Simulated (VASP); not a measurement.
# Al8H in VASP: single point with PBEsol

Aim: the single point of Al8H with PBEsol.

Program: VASP 6.6.1. These are calculated values, not measurements. Logs are shortened: lines on timing, memory, paths and dates and some standing lists are left out, and cuts for length are marked.

### Step 1. The cell of the first run

The cell holds a slab with vacuum, 18 atoms: a = 5.728 Å, b = 5.728 Å, c = 21.075 Å, α = 90.00°, β = 90.00°, γ = 90.00°.

### Step 2. Single point, PBEsol

The input, INCAR:

```
SYSTEM = Al8H
PREC = Accurate ; ENCUT = 520
EDIFF = 1E-7 ; ISMEAR = -1
SIGMA = 0.15 ; LREAL = Auto
LASPH = .TRUE. ; NELM = 100
ALGO = Normal ; ISIF = 2
LWAVE = .FALSE. ; LCHARG = .TRUE.
GGA = PS ; LELF = .TRUE.
LVHAR = .TRUE. ; NBANDS = 40
```

The input, KPOINTS:

```
regular mesh
0
G
  3 3 1
  0 0 0
```

The input, POSCAR:

```
Al8H
1.0
    5.7275650000      0.0000000000      0.0000000000
    0.0000000000      5.7275650000      0.0000000000
    0.0000000000      0.0000000000     21.0750000000
Al H
16 2
Direct
    0.2500015277      0.2500015277      0.0474495848
    0.7500045831      0.2500015277      0.0474495848
    0.2500015277      0.7500045831      0.0474495848
    0.7500045831      0.7500045831      0.0474495848
   -0.0000523783      0.0000349189      0.1401281139
    0.5000554337     -0.0000349189      0.1401281139
    0.0000523783      0.4999681365      0.1401281139
    0.4999855960      0.5000030554      0.1401755635
    0.2499666088      0.2501237437      0.2413285884
    0.7499871237      0.2499840683      0.2413143535
    0.2500713654      0.7498998265      0.2413238434
    0.7498998265      0.7500395020      0.2413238434
   -0.0001745943      0.0001047566      0.3327449585
    0.5002474874     -0.0000523783      0.3328208778
    0.0000523783      0.4998284611      0.3328303677
    0.4998633800      0.5001078120      0.3328540925
    0.0241813057      0.0061806370      0.4686500593
    0.1194573959     -0.0854464332      0.4668849348
```

Potentials or basis: VASP PAW PBE potentials, release 64 (Al, H).

On the command line:

```sh
$ cat potpaw_PBE.64/Al/POTCAR potpaw_PBE.64/H/POTCAR > POTCAR
$ mpirun -np 1 vasp_std > vasp.out
```

OUTCAR:

```text
SYSTEM = Al8H
   PREC = Accurate
   ENCUT = 520
   EDIFF = 1E-7
   ISMEAR = -1
   LREAL = Auto
   LASPH = .TRUE.
   NELM = 100
   ISIF = 2
   GGA = PS

 ion  position               nearest neighbor table
   1  0.250  0.250  0.047-   7 2.81   5 2.81   6 2.81   8 2.81   2 2.86   3 2.86   2 2.86   3 2.86

   2  0.750  0.250  0.047-   5 2.81   6 2.81   7 2.81   8 2.81   1 2.86   4 2.86   4 2.86   1 2.86

   3  0.250  0.750  0.047-   7 2.81   6 2.81   5 2.81   8 2.81   1 2.86   4 2.86   4 2.86   1 2.86

   4  0.750  0.750  0.047-   6 2.81   5 2.81   7 2.81   8 2.81   2 2.86   3 2.86   2 2.86   3 2.86

   5  1.000  0.000  0.140-   2 2.81   4 2.81   1 2.81   3 2.81   6 2.86   7 2.86   7 2.86   6 2.86
                            10 2.94  12 2.94   9 2.94  11 2.94
   6  0.500  1.000  0.140-   4 2.81   2 2.81   3 2.81   1 2.81   5 2.86   8 2.86   8 2.86   5 2.86
                            12 2.94  10 2.94  11 2.94   9 2.94
   7  0.000  0.500  0.140-   1 2.81   3 2.81   2 2.81   4 2.81   5 2.86   8 2.86   5 2.86   8 2.86
                             9 2.94  11 2.94  10 2.94  12 2.94
   8  0.500  0.500  0.140-   1 2.81   3 2.81   2 2.81   4 2.81   7 2.86   6 2.86   6 2.86   7 2.86
                            11 2.94   9 2.94  12 2.94  10 2.94
   9  0.250  0.250  0.241-  15 2.80  13 2.80  16 2.80  14 2.80  11 2.86  10 2.86  10 2.86  11 2.87
                             8 2.94   7 2.94   5 2.94   6 2.94
  10  0.750  0.250  0.241-  13 2.79  14 2.80  15 2.80  16 2.80  12 2.86   9 2.86   9 2.86  12 2.86
                             8 2.94   5 2.94   6 2.94   7 2.94
  11  0.250  0.750  0.241-  16 2.80  13 2.80  15 2.80  14 2.80   9 2.86  12 2.86  12 2.86   9 2.87
                             8 2.94   7 2.94   6 2.94   5 2.94
  12  0.750  0.750  0.241-  14 2.79  13 2.80  16 2.80  15 2.80  11 2.86  10 2.86  10 2.86  11 2.86
                             8 2.94   6 2.94   5 2.94   7 2.94
  13  1.000  0.000  0.333-  10 2.79  12 2.80   9 2.80  11 2.80  14 2.86  15 2.86  15 2.87  14 2.87

  14  0.500  1.000  0.333-  12 2.79  10 2.80  11 2.80   9 2.80  13 2.86  16 2.86  16 2.86  13 2.87

  15  0.000  0.500  0.333-   9 2.80  10 2.80  11 2.80  12 2.80  13 2.86  16 2.86  16 2.86  13 2.87

  16  0.500  0.500  0.333-  11 2.80   9 2.80  12 2.80  10 2.80  15 2.86  14 2.86  14 2.86  15 2.86

  17  0.024  0.006  0.469-  18 0.76
  18  0.119  0.915  0.467-  17 0.76

  LATTYP: Found a simple tetragonal cell.
 ALAT       =     5.7275650000
 C/A-ratio  =     3.6795741297

  Lattice vectors:

 A1 = (   5.7275650000,   0.0000000000,   0.0000000000)
 A2 = (   0.0000000000,   5.7275650000,   0.0000000000)
 A3 = (   0.0000000000,   0.0000000000,  21.0750000000)

Analysis of symmetry for initial positions (statically):
=====================================================================
 Subroutine PRICEL returns:
 Original cell was already a primitive cell.

 Routine SETGRP: Setting up the symmetry group for a
 simple tetragonal supercell.

 Subroutine GETGRP returns: Found  1 space group operations
 (whereof  1 operations were pure point group operations)
 out of a pool of 16 trial point group operations.

The static configuration has the point symmetry C_1 .

Analysis of symmetry for dynamics (positions and initial velocities):
=====================================================================
 Subroutine PRICEL returns:
 Original cell was already a primitive cell.

 Routine SETGRP: Setting up the symmetry group for a
 simple tetragonal supercell.

 Subroutine GETGRP returns: Found  1 space group operations
 (whereof  1 operations were pure point group operations)
 out of a pool of 16 trial point group operations.

The dynamic configuration has the point symmetry C_1 .

 Subroutine INISYM returns: Found  1 space group operations
 (whereof  1 operations are pure point group operations),
 and found     1 'primitive' translations

----------------------------------------------------------------------------------------

                                     Primitive cell

  volume of cell :     691.3654

  direct lattice vectors                    reciprocal lattice vectors
     5.727565000  0.000000000  0.000000000     0.174594265  0.000000000  0.000000000
     0.000000000  5.727565000  0.000000000     0.000000000  0.174594265  0.000000000
     0.000000000  0.000000000 21.075000000     0.000000000  0.000000000  0.047449585

  length of vectors
     5.727565000  5.727565000 21.075000000     0.174594265  0.174594265  0.047449585

  position of ions in fractional coordinates (direct lattice)
     0.250001528  0.250001528  0.047449585
     0.750004583  0.250001528  0.047449585
     0.250001528  0.750004583  0.047449585
     0.750004583  0.750004583  0.047449585
     0.999947622  0.000034919  0.140128114
     0.500055434  0.999965081  0.140128114
[... 10 lines left out ...]
     0.024181306  0.006180637  0.468650059
     0.119457396  0.914553567  0.466884935

  ion indices of the primitive-cell ions
   primitive index   ion index
                 1           1
                 2           2
                 3           3
                 4           4
                 5           5
                 6           6
[... 10 lines left out ...]
                17          17
                18          18

----------------------------------------------------------------------------------------

 KPOINTS: regular mesh

Automatic generation of k-mesh.
 Grid dimensions read from file:
 generate k-points for:    3    3    1

 Generating k-lattice:

  Cartesian coordinates                     Fractional coordinates (reciprocal lattice)
     0.058198088  0.000000000  0.000000000     0.333333333  0.000000000  0.000000000
     0.000000000  0.058198088  0.000000000     0.000000000  0.333333333  0.000000000
     0.000000000  0.000000000  0.047449585     0.000000000  0.000000000  1.000000000

  Length of vectors
     0.058198088  0.058198088  0.047449585

  Shift w.r.t. Gamma in fractional coordinates (k-lattice)
     0.000000000  0.000000000  0.000000000

 Subroutine IBZKPT returns following result:
 ===========================================

 Found      5 irreducible k-points:

 Following reciprocal coordinates:
            Coordinates               Weight
  0.000000  0.000000  0.000000      1.000000
  0.333333  0.000000  0.000000      2.000000
  0.000000  0.333333  0.000000      2.000000
  0.333333  0.333333  0.000000      2.000000
 -0.333333  0.333333  0.000000      2.000000
   k-points           NKPTS =      5   k-points in BZ     NKDIM =      5   number of bands    NBANDS=     40
   number of dos      NEDOS =    301   number of ions     NIONS =     18
   total plane-waves  NPLWV = 368640
   dimension x,y,z NGX =    48 NGY =   48 NGZ =  160
   dimension x,y,z NGXF=    96 NGYF=   96 NGZF=  320
   ions per type =              16   2
   NGX,Y,Z   is equivalent  to a cutoff of  13.93, 13.93, 12.62 a.u.
   NGXF,Y,Z  is equivalent  to a cutoff of  27.86, 27.86, 25.24 a.u.
 SYSTEM =  Al8H
   PREC   = accura    normal or accurate (medium, high low for compatibility)
   ISTART =      0    job   : 0-new  1-cont  2-samecut
   ICHARG =      2    charge: 1-file 2-atom 10-const
   ISPIN  =      1    spin polarized calculation?
   LNONCOLLINEAR =      F non collinear calculations
   LSORBIT =      F    spin-orbit coupling
   LASPH  =      T    aspherical Exc in radial PAW
   ENCUT  =  520.0 eV  38.22 Ry    6.18 a.u.  10.65 10.65 39.19*2*pi/ulx,y,z
   NELM   =    100;   NELMIN=  2; NELMDL= -5     # of ELM steps
   EDIFF  = 0.1E-06   stopping-criterion for ELM
   LREAL  =      T    real-space projection
   EDIFFG = 0.1E-05   stopping-criterion for IOM
   NSW    =      0    number of steps for IOM
   IBRION =     -1    ionic relax: 0-MD 1-quasi-New 2-CG
   NFREE  =      0    steps in history (QN), initial steepest desc. (CG)
   ISIF   =      2    stress and relaxation
   ISYM   =      2    0-nonsym 1-usesym 2-fastsym
   POTIM  = 0.5000    time-step for ionic-motion
   TEBEG  =    0.0;   TEEND  =   0.0 temperature during run
   PSTRESS=    0.0 pullay stress
   NELECT =      50.0000    total number of electrons
   NUPDOWN=      -1.0000    fix difference up-down
   EMIN   =  10.00;   EMAX   =-10.00  energy-range for DOS
   EFERMI =   0.00;   METHOD = LEGACY
   ISMEAR =    -1;   SIGMA  =   0.15  broadening in eV -4-tet -1-fermi 0-gaus
   EFERMI_NEDOS =   21; number of points for ismear=-14 and -15
   IALGO  =     38    algorithm
   IMIX   =      4    mixing-type and parameters
     AMIX     =   0.40;   BMIX     =  1.00
     AMIX_MAG =   1.60;   BMIX_MAG =  1.00
  volume/ion in A,a.u.               =      38.41       259.20
  Fermi-wavevector in a.u.,A,eV,Ry     =   0.682070  1.288925  6.329696  0.465219
  Thomas-Fermi vector in A             =   1.761037
   LORBIT       =      0    0 simple, 1 ext, 2 COOP (PROOUT), +10 PAW based schemes
   GGA     = PS    functional components
   LHFCALC =     F    Hartree Fock is set to
   AEXX    =    0.0000 exact exchange contribution
   IVDW    =     0    specifies the selected vdW correction
   LEPSILON=     F    determine dielectric tensor
   LRPA    =     F    only Hartree local field effects (RPA)
 non-spin polarized calculation
  energy-cutoff  :      520.00
  volume of cell :      691.37
 maximum number of plane-waves:     18651
 NGX is ok and might be reduce to    42
   NGX = 21   NGY = 21   NGZ = 79

 number of electron      50.0000000 magnetization

 Free energy of the ion-electron system (eV)
  ---------------------------------------------------
  ext. energy  EPLUGINS =         0.00000000
  ---------------------------------------------------
  free energy    TOTEN  =       -67.93113263 eV

  energy without entropy =      -67.43642748  energy(sigma->0) =      -67.68378006

 E-fermi :   0.5741     XC(G=0):  -5.0121

 val. band max:        0.5719441161   @ k =   0.0000   0.0000   0.0000
 cond. band min:       0.5985541309   @ k =   0.0000   0.0000   0.0000
 fundamental gap:      0.0266100148
 Fermi energy:         0.5741321626

 k-point     1 :       0.0000    0.0000    0.0000
  band No.  band energies     occupation
      1     -10.0710      2.00000
      2      -8.8688      2.00000
      3      -6.5381      2.00000
      4      -5.8623      2.00000
      5      -5.6455      2.00000
      6      -5.6415      2.00000
[... 29 lines left out ...]
     36       2.8784      0.00000
     37       2.9203      0.00000

 k-point     2 :       0.3333    0.0000    0.0000
  band No.  band energies     occupation
      1      -9.5721      2.00000
      2      -8.3744      2.00000
      3      -8.0860      2.00000
      4      -6.9041      2.00000
      5      -6.1235      2.00000
      6      -5.7459      2.00000
[... 29 lines left out ...]
     36       3.2595      0.00000
     37       3.2731      0.00000

 k-point     3 :       0.0000    0.3333    0.0000
  band No.  band energies     occupation
      1      -9.5721      2.00000
      2      -8.3744      2.00000
      3      -8.0860      2.00000
      4      -6.9042      2.00000
      5      -6.1238      2.00000
      6      -5.7455      2.00000
[... 29 lines left out ...]
     36       3.2592      0.00000
     37       3.2729      0.00000

 k-point     4 :       0.3333    0.3333    0.0000
  band No.  band energies     occupation
      1      -9.0750      2.00000
      2      -7.8819      2.00000
      3      -7.5967      2.00000
      4      -7.5919      2.00000
      5      -6.4333      2.00000
      6      -6.4090      2.00000
[... 29 lines left out ...]
     36       3.5299      0.00000
     37       3.7885      0.00000

 k-point     5 :      -0.3333    0.3333    0.0000
  band No.  band energies     occupation
      1      -9.0749      2.00000
      2      -7.8818      2.00000
      3      -7.5968      2.00000
      4      -7.5918      2.00000
      5      -6.4355      2.00000
      6      -6.4078      2.00000
[... 29 lines left out ...]
     36       3.5074      0.00000
     37       3.8177      0.00000
 [bands above 37 left out]

------------------------ aborting loop because EDIFF is reached ----------------------------------------

  FORCE on cell =-STRESS in cart. coord.  units (eV):
  Direction    XX          YY          ZZ          XY          YZ          ZX
  --------------------------------------------------------------------------------------
  -------------------------------------------------------------------------------------
  Total       -7.5816971     -7.6191733      0.1291808     -0.0355449      0.0102683     -0.0148047
  in kB      -17.5699036    -17.6567513      0.2993648     -0.0823721      0.0237960     -0.0343085
  external PRESSURE =     -11.6424300 kB  Pullay stress =       0.0000000 kB

 VOLUME and BASIS-vectors are now :
 -----------------------------------------------------------------------------
  energy-cutoff  :      520.00
  volume of cell :      691.37
      direct lattice vectors                 reciprocal lattice vectors
     5.727565000  0.000000000  0.000000000     0.174594265  0.000000000  0.000000000
     0.000000000  5.727565000  0.000000000     0.000000000  0.174594265  0.000000000
     0.000000000  0.000000000 21.075000000     0.000000000  0.000000000  0.047449585

 POSITION                                       TOTAL-FORCE (eV/Angst)
 -----------------------------------------------------------------------------------
      1.43190      1.43190      1.00000         0.004059      0.002526     -0.025052
      4.29570      1.43190      1.00000        -0.002088      0.003279     -0.023066
      1.43190      4.29570      1.00000         0.003695     -0.003536     -0.025834
      4.29570      4.29570      1.00000        -0.002021     -0.004564     -0.024244
      5.72726      0.00020      2.95320        -0.003463      0.002559      0.195948
      2.86410      5.72736      2.95320         0.002863     -0.001374      0.191103
[... 10 lines left out ...]
      0.13850      0.03540      9.87680        -0.083923      0.081825      0.096953
      0.68420      5.23816      9.83960         0.085432     -0.082653      0.066562
 -----------------------------------------------------------------------------------
    total drift:                                0.000328     -0.000808      0.018522

  FREE ENERGIE OF THE ION-ELECTRON SYSTEM (eV)
  ---------------------------------------------------
  free  energy   TOTEN  =       -67.9311326306 eV

  energy  without entropy=      -67.4364274818  energy(sigma->0) =      -67.68378006
```

Wall time 8.4 min (1 thread of AMD EPYC 7R13 (Zen 3), shared host); peak memory 0.68 GiB.

Results:

```
Free energy            : -67.9311 eV
Largest force          : 0.296 eV/Å
Band gap on the k mesh : 0.01 eV
```

Forces on the atoms (eV/Å):
```
Al   0.004  0.003 -0.025
Al  -0.002  0.003 -0.023
Al   0.004 -0.004 -0.026
Al  -0.002 -0.005 -0.024
Al  -0.003  0.003  0.196
Al   0.003 -0.001  0.191
Al   0.002 -0.002  0.191
Al   0.001  0.000  0.203
Al   0.003  0.011 -0.291
Al  -0.007  0.007 -0.296
Al   0.006 -0.009 -0.288
Al  -0.011 -0.004 -0.293
Al  -0.017  0.010  0.017
Al   0.025 -0.001  0.092
Al   0.001 -0.015  0.097
Al  -0.007  0.005  0.116
H   -0.084  0.082  0.097
H    0.085 -0.083  0.067
```

Caveat: the smearing spreads over this small gap; there is no dipole correction, which matters where the two faces differ; the PAW data sets were made with another functional, which shifts forces and pressure a little.
